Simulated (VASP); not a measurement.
# KBr (I4/mmm) in VASP: notebook, part 2 of 2

VASP 6.6.1. The steps go on from the part before.

**5. Single point, PBE (strain -0.015 along x and y, +0.000 along z)**

Contents of INCAR:

```
ALGO = Normal
EDIFF = 1E-6
ENCUT = 520
GGA = PE
ISIF = 2
ISMEAR = 0
LASPH = True
LCHARG = True
LELF = True
LREAL = False
LVHAR = True
LWAVE = False
NBANDS = 15
NELM = 100
PREC = Accurate
SIGMA = 0.05
```

Contents of KPOINTS:

```
k-points
0
Gamma
  6 6 6
```

Contents of POSCAR:

```
KBr
1.0
    0.0000000000      3.2431125000      3.2925000000
    3.2431125000      0.0000000000      3.2925000000
    3.2431125000      3.2431125000      0.0000000000
K Br
1 1
Direct
    0.0000000000      0.0000000000      0.0000000000
    0.5000000000      0.5000000000      0.5000000000
```

Potentials or basis: VASP PAW PBE potentials, release 64 (K_sv, Br).

The run is started by

```bash
$ cat potpaw_PBE.64/K_sv/POTCAR potpaw_PBE.64/Br/POTCAR > POTCAR
$ mpirun -np 1 vasp_std > vasp.out
```

OUTCAR:

```text
EDIFF = 1E-6
   ENCUT = 520
   GGA = PE
   ISIF = 2
   ISMEAR = 0
   LASPH = True
   LREAL = False
   NELM = 100
   PREC = Accurate

 ion  position               nearest neighbor table
   1  0.000  0.000  0.000-   2 3.24   2 3.24   2 3.24   2 3.24   2 3.29   2 3.29
   2  0.500  0.500  0.500-   1 3.24   1 3.24   1 3.24   1 3.24   1 3.29   1 3.29

  LATTYP: Found a body centered tetragonal cell.
 ALAT       =     4.5864536818
 C/A-ratio  =     1.4357498095

  Lattice vectors:

 A1 = (  -3.2431125000,   0.0000000000,   3.2925000000)
 A2 = (   3.2431125000,   0.0000000000,   3.2925000000)
 A3 = (   0.0000000000,   3.2431125000,  -3.2925000000)

Analysis of symmetry for initial positions (statically):
=====================================================================
 Subroutine PRICEL returns:
 Original cell was already a primitive cell.

 Routine SETGRP: Setting up the symmetry group for a
 body centered tetragonal supercell.

 Subroutine GETGRP returns: Found 16 space group operations
 (whereof 16 operations were pure point group operations)
 out of a pool of 16 trial point group operations.

The static configuration has the point symmetry D_4h.

Analysis of symmetry for dynamics (positions and initial velocities):
=====================================================================
 Subroutine PRICEL returns:
 Original cell was already a primitive cell.

 Routine SETGRP: Setting up the symmetry group for a
 body centered tetragonal supercell.

 Subroutine GETGRP returns: Found 16 space group operations
 (whereof 16 operations were pure point group operations)
 out of a pool of 16 trial point group operations.

The dynamic configuration has the point symmetry D_4h.

 Subroutine INISYM returns: Found 16 space group operations
 (whereof 16 operations are pure point group operations),
 and found     1 'primitive' translations

----------------------------------------------------------------------------------------

                                     Primitive cell

  volume of cell :      69.2596
[... 114 lines left out ...]
   GGA     = PE    functional components
   LHFCALC =     F    Hartree Fock is set to
   AEXX    =    0.0000 exact exchange contribution
   IVDW    =     0    specifies the selected vdW correction
   LEPSILON=     F    determine dielectric tensor
   LRPA    =     F    only Hartree local field effects (RPA)
 non-spin polarized calculation
 Gauss-broadening in eV      SIGMA  =   0.05
  energy-cutoff  :      520.00
  volume of cell :       69.26
 maximum number of plane-waves:      1891
 NGX is ok and might be reduce to    36
   NGX = 17   NGY = 17   NGZ = 17

 number of electron      16.0000001 magnetization

 Free energy of the ion-electron system (eV)
  ---------------------------------------------------
  ext. energy  EPLUGINS =         0.00000000
  ---------------------------------------------------
  free energy    TOTEN  =        -6.19579736 eV

  energy without entropy =       -6.19579736  energy(sigma->0) =       -6.19579736

 E-fermi :  -1.3603     XC(G=0):  -7.5196

 val. band max:       -1.5858038450   @ k =   0.0000   0.0000   0.0000
 cond. band min:       2.9459407519   @ k =   0.0000   0.0000   0.0000
 fundamental gap:      4.5317445969
 Fermi energy:        -1.3602525647

 k-point     1 :       0.0000    0.0000    0.0000
  band No.  band energies     occupation
      1     -29.2927      2.00000
      2     -13.9287      2.00000
      3     -12.7735      2.00000
      4     -12.7735      2.00000
      5     -12.7729      2.00000
      6      -1.5955      2.00000
      7      -1.5858      2.00000
      8      -1.5858      2.00000
      9       2.9459      0.00000
     10       5.9569      0.00000
     11       6.0524      0.00000
     12       6.0524      0.00000
     13       6.8340      0.00000
     14       6.9016      0.00000
[... 401 lines left out ...]
      2     -13.9098      2.00000
      3     -12.8418      2.00000
      4     -12.8069      2.00000
      5     -12.7348      2.00000
      6      -2.4355      2.00000
      7      -2.0447      2.00000
      8      -1.9101      2.00000
      9       4.6704      0.00000
     10       6.0083      0.00000
     11       7.4919      0.00000
     12       8.0492      0.00000
     13       8.3598      0.00000
     14       8.9837      0.00000
     15       9.5529      0.00000

 [... further k-points ...]
[... 5 lines left out ...]
  --------------------------------------------------------------------------------------
  -------------------------------------------------------------------------------------
  Total        0.7140063      0.7140063      0.4584905      0.0000000      0.0000000     -0.0000000
  in kB       16.5170617     16.5170617     10.6062323      0.0000000      0.0000000     -0.0000000
  external PRESSURE =      14.5467852 kB  Pullay stress =       0.0000000 kB

 VOLUME and BASIS-vectors are now :
 -----------------------------------------------------------------------------
  energy-cutoff  :      520.00
  volume of cell :       69.26
      direct lattice vectors                 reciprocal lattice vectors
     0.000000000  3.243112500  3.292500000    -0.154172882  0.154172882  0.151860289
     3.243112500  0.000000000  3.292500000     0.154172882 -0.154172882  0.151860289
     3.243112500  3.243112500  0.000000000     0.154172882  0.154172882 -0.151860289

 POSITION                                       TOTAL-FORCE (eV/Angst)
 -----------------------------------------------------------------------------------
      0.00000      0.00000      0.00000         0.000000     -0.000000      0.000000
      3.24311      3.24311      3.29250        -0.000000      0.000000      0.000000
 -----------------------------------------------------------------------------------
    total drift:                                0.000000      0.000000      0.000000

  FREE ENERGIE OF THE ION-ELECTRON SYSTEM (eV)
  ---------------------------------------------------
  free  energy   TOTEN  =        -6.1957973609 eV

  energy  without entropy=       -6.1957973609  energy(sigma->0) =       -6.19579736
```

OSZICAR:

```text
N       E                     dE             d eps       ncg     rms          rms(c)
DAV:   1     0.102643381965E+03    0.10264E+03   -0.69705E+03   900   0.944E+02
DAV:   2     0.542842612017E-01   -0.10259E+03   -0.94702E+02  1146   0.233E+02
DAV:   3    -0.614208912581E+01   -0.61964E+01   -0.61673E+01  1245   0.511E+01
DAV:   4    -0.635926004472E+01   -0.21717E+00   -0.21711E+00  1367   0.810E+00
DAV:   5    -0.636107794594E+01   -0.18179E-02   -0.18179E-02  1252   0.797E-01    0.333E+00
DAV:   6    -0.619650968600E+01    0.16457E+00   -0.20927E-01  1131   0.224E+00    0.244E+00
DAV:   7    -0.618637729487E+01    0.10132E-01   -0.10664E-01  1208   0.178E+00    0.107E+00
DAV:   8    -0.619474606245E+01   -0.83688E-02   -0.11340E-02  1013   0.790E-01    0.115E-01
DAV:   9    -0.619549849953E+01   -0.75244E-03   -0.71060E-04  1236   0.165E-01    0.751E-02
DAV:  10    -0.619577873563E+01   -0.28024E-03   -0.27127E-04   928   0.960E-02    0.107E-02
DAV:  11    -0.619579602842E+01   -0.17293E-04   -0.25013E-05  1161   0.298E-02    0.631E-03
DAV:  12    -0.619579726453E+01   -0.12361E-05   -0.37032E-06   948   0.129E-02    0.141E-03
DAV:  13    -0.619579736093E+01   -0.96399E-07   -0.84603E-08   968   0.171E-03
   1 F= -.61957974E+01 E0= -.61957974E+01  d E =-.411364E-12
```

stdout:

```text
POSCAR found type information on POSCAR K Br
 POSCAR found :  2 types and       2 ions
 scaLAPACK will be used
 LDA part: xc-table for (Slater+PW92), standard interpolation
 POSCAR, INCAR and KPOINTS ok, starting setup
 FFT: planning ... GRIDC
 FFT: planning ... GRID_SOFT
 FFT: planning ... GRID
 WAVECAR not read
 entering main loop
```

It took 20 s on 1 thread of AMD EPYC 9R45 (Zen 5), shared host; peak memory 0.18 GiB.

What came out:

| Quantity | Value |
| --- | --- |
| Free energy | -6.1958 eV |
| Pressure | 1.5 GPa |
| Band gap on the k mesh | 4.53 eV, direct |

Caveat: the cell differs from its parent crystal (strain -0.015 along x and y, +0.000 along z).

**6. The runs side by side**

| cell | gap on the mesh (eV) | pressure (GPa) |
| --- | --- | --- |
| a = 4.587, b = 4.587, c = 4.517 Å, angles 60.5, 60.5, 59.0°, 2 atoms | 4.61 | 2.2 |
| a = 4.552, b = 4.552, c = 4.586 Å, angles 59.7, 59.7, 60.5°, 2 atoms | 4.61 | 2.1 |
| a = 4.623, b = 4.623, c = 4.517 Å, angles 60.8, 60.8, 58.5°, 2 atoms | 4.56 | 1.9 |
| a = 4.622, b = 4.622, c = 4.586 Å, angles 60.3, 60.3, 59.5°, 2 atoms | 4.53 | 1.5 |

Alike in all rows: task single point; level PBE; potentials or basis VASP PAW PBE potentials, release 64 (K_sv, Br); no spin polarisation; k mesh 6 × 6 × 6; cutoff (eV) 520; smearing gaussian 0.05 eV.

Absolute energies hang on the potentials; compare differences alone.
